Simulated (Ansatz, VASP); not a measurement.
One calculation of Ti, two programs

```
CELL_PARAMETERS angstrom
2.93908 0.00000 0.00000
-1.46954 2.54531 0.00000
0.00000 0.00000 4.65599
ATOMIC_POSITIONS crystal
Ti 0.33333 0.66667 0.25000
Ti 0.66667 0.33333 0.75000
```

Alike in both runs: task single point; functional PBE; k mesh 12 × 12 × 7; occupations fermi-dirac, width 0.6 eV; no spin polarisation.

|  | VASP | Ansatz |
| --- | --- | --- |
| version | VASP 6.6.1 | Ansatz 0.2.0 |
| potentials or method | VASP PAW PBE potentials, release 64 (Ti_sv), cutoff 520 eV | plane waves (420 eV) with PAW, scalar-relativistic |
| valence electrons in the cell | 24 | 24 |

|  | VASP | Ansatz | Ansatz less VASP |
| --- | --- | --- | --- |
| pressure (GPa) | 7.9 | 8.2 | +0.28 |
| traceless stress, the component that is largest in VASP (GPa) | 1.84 | 1.85 | +0.014 |
